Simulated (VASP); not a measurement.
A run of VASP 6.6.1 is set up as follows.

File INCAR:

```
SYSTEM = Ti
ALGO     = Normal         ! electronic algorithm
EDIFF    = 1E-6           ! SCF threshold, eV
ENCUT    = 500            ! plane-wave cutoff, eV
GGA      = PE             ! functional
GGA_COMPAT= .False.      
ISIF     = 2              ! what is computed and relaxed
ISMEAR   = 0              ! smearing method
LASPH    = .True.         ! aspherical terms in the spheres
LCHARG   = .False.        ! write CHGCAR
LREAL    = .False.        ! projectors in reciprocal space
LWAVE    = .False.        ! write WAVECAR
NBANDS   = 25             ! bands
NELM     = 120            ! most SCF steps
PREC     = Accurate       ! precision mode
SIGMA    = 0.15           ! smearing width, eV
```

KPOINTS

```
k-points
0
Gamma
  12 12 14
  0 0 0
```

The input POSCAR:

```
Ti
1.0
    4.5790987804      0.0000000000      0.0000000000
   -2.2895493902      3.9656158702      0.0000000000
    0.0000000000      0.0000000000      2.8317615649
Ti
3
Direct
   -0.0493546898      0.0000000000      0.0000000000
    0.3580106782      0.6666666667      0.4745741305
    0.6913440116      0.3333333333      0.5254258695
```

Potentials or basis: VASP PAW PBE potentials, release 64 (Ti_sv).

Command:

```bash
$ cat potpaw_PBE.64/Ti_sv/POTCAR > POTCAR
$ mpirun -np 1 vasp_std > vasp.out
```

**Question.** What does it give for the largest force?

**Answer.** 1.596 eV/Å.

**Question.** What does it give for the band gap on the k mesh?

**Answer.** Zero (bands 18 and 19 overlap by 0.32 eV).

**Question.** Predict the pressure.

**Answer.** 2.7 GPa.

Forces in eV/Å, atoms in the order of the input:
```
Ti   1.596  0.000  0.000
Ti  -0.798 -0.321  0.175
Ti  -0.798  0.321 -0.175
```

Caveat: the cell differs from its parent crystal (atoms displaced along a vibrational mode); forces of over 1 eV/Å act on the atoms, so gaps and moduli don't describe the material at rest.
